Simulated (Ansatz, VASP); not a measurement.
## InGa2N3: VASP beside Ansatz

Contents of INCAR:

```
SYSTEM = InGa2N3
ALGO = Normal
EDIFF = 1E-6
ENCUT = 520
GGA = PS
ISIF = 2
ISMEAR = 0
LASPH = .True.
LCHARG = .False.
LREAL = .False.
LWAVE = .False.
NBANDS = 66
NELM = 100
PREC = Accurate
SIGMA = 0.05
```

File KPOINTS:

```
k-points
0
Gamma
  6 6 6
  0 0 0
```

Contents of POSCAR:

```
InGa2N3
1.0
    4.9530129945     -2.8568682250      0.0000000000
    4.9530129945      2.8568682250      0.0000000000
    0.0000000000      0.0000000000      5.3355942541
In Ga N
2 4 6
Direct
    0.3252227418      0.6747772582      0.9897489537
    0.6747772582      0.3252227418      0.4897489537
    0.0069945023      0.3338844486      0.9926402251
    0.6661155514      0.9930054977      0.9926402251
    0.9930054977      0.6661155514      0.4926402251
    0.3338844486      0.0069945023      0.4926402251
    0.0264767013      0.3336441490      0.3589520515
    0.6663558510      0.9735232987      0.3589520515
    0.9735232987      0.6663558510      0.8589520515
    0.3336441490      0.0264767013      0.8589520515
    0.3078788725      0.6921211275      0.3950674930
    0.6921211275      0.3078788725      0.8950674930
```

Input for Ansatz:

```yaml
crystal:
  lattice:
    - [4.9530129945, -2.856868225, 0.0]
    - [4.9530129945, 2.856868225, 0.0]
    - [0.0, 0.0, 5.3355942541]
  atoms:
    - { symbol: In, position: [0.3252227418, 0.6747772582, 0.9897489537] }
    - { symbol: In, position: [0.6747772582, 0.3252227418, 0.4897489537] }
    - { symbol: Ga, position: [0.0069945023, 0.3338844486, 0.9926402251] }
    - { symbol: Ga, position: [0.6661155514, 0.9930054977, 0.9926402251] }
    - { symbol: Ga, position: [0.9930054977, 0.6661155514, 0.4926402251] }
    - { symbol: Ga, position: [0.3338844486, 0.0069945023, 0.4926402251] }
    - { symbol: "N", position: [0.0264767013, 0.333644149, 0.3589520515] }
    - { symbol: "N", position: [0.666355851, 0.9735232987, 0.3589520515] }
    - { symbol: "N", position: [0.9735232987, 0.666355851, 0.8589520515] }
    - { symbol: "N", position: [0.333644149, 0.0264767013, 0.8589520515] }
    - { symbol: "N", position: [0.3078788725, 0.6921211275, 0.395067493] }
    - { symbol: "N", position: [0.6921211275, 0.3078788725, 0.895067493] }
basis:
  ecutwfc: 420
kpoints:
  mp_grid: { grid: [6, 6, 6] }
hamiltonian:
  xc: pbesol
scf:
  occupations: { method: gaussian, width: 0.05 }
output:
  forces: true
  stress: true
  eigenvalues: true
  write_density: true
  write_potential: true
  elf: true
  volumetric_format: npy
```

Alike in both runs: task single point; functional PBEsol; k mesh 6 × 6 × 6; occupations gaussian, width 0.05 eV; no spin polarisation.

|  | VASP | Ansatz |
| --- | --- | --- |
| version | VASP 6.6.1 | Ansatz 0.2.0 |
| potentials or method | VASP PAW PBE potentials, release 64 (In_d, Ga_d, N), cutoff 520 eV | scalar-relativistic, plane waves, PAW |
| valence electrons in the cell | 108 | 108 |

VASP gave:

- gap on the k mesh at the Fermi level (eV): 1.00
- least direct gap on the mesh (eV): 1.00
- pressure (GPa): -0.1
- rms of the force components (eV/Å): 0.012

Question: Estimate Ansatz's values.

Answer: gap on the k mesh at the Fermi level (eV): 1.00; least direct gap on the mesh (eV): 1.00; pressure (GPa): 0.0; rms of the force components (eV/Å): 0.000.

VASP's potentials were made for PBE, not for PBEsol. Atom by atom the forces differ by 0.012 eV/Å (rms over components).
